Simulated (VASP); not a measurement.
A run of VASP 6.6.1:

POSCAR

```
Ru
1.0
    2.7018719364      0.0000000000      0.0000000000
   -1.3509359682      2.3398897347      0.0000000000
    0.0000000000      0.0000000000      4.2561134271
Ru
2
Direct
    0.3333333333      0.6666666667      0.2500000000
    0.6666666667      0.3333333333      0.7500000000
```

The input INCAR.step1:

```
SYSTEM = Ru
PREC = Accurate
ENCUT = 550
ISMEAR = -1
SIGMA = 0.05
LREAL = .FALSE.
LASPH = .TRUE.
NELM = 120
NBANDS = 21
GGA = PE
ALGO = Normal
EDIFF = 1E-5
LWAVE = .TRUE.
LCHARG = .FALSE.
GGA_COMPAT = .FALSE.
```

The input INCAR.step2:

```
SYSTEM = Ru
PREC = Accurate
ENCUT = 550
EDIFF = 1E-6
ISMEAR = -1
SIGMA = 0.05
LREAL = .FALSE.
LASPH = .TRUE.
NELM = 120
ALGO = Normal
ISIF = 2
LWAVE = .FALSE.
LCHARG = .FALSE.
METAGGA = R2SCAN
LMIXTAU = .TRUE.
NBANDS = 21
ISTART = 1
GGA_COMPAT = .FALSE.
```

The input KPOINTS:

```
Automatic mesh
0
G
  20 20 12
  0 0 0
```

Potentials or basis: VASP PAW PBE potentials, release 64 (Ru_pv).

Launch:

```console
$ cat potpaw_PBE.64/Ru_pv/POTCAR > POTCAR
$ cp INCAR.step1 INCAR
$ mpirun -np 1 vasp_std > vasp.out
$ cp INCAR.step2 INCAR
$ mpirun -np 1 vasp_std > vasp.out
```

Hardware: 1 thread of Intel(R) Xeon(R) Platinum 8488C (Sapphire Rapids) (shared host).

**Question.** Estimate the wall time of this run.

**Answer.** Run time: 5.4 min on 1 thread of Intel(R) Xeon(R) Platinum 8488C (Sapphire Rapids), with other jobs on the host, peak memory 0.27 GiB. Counts: k points 308.
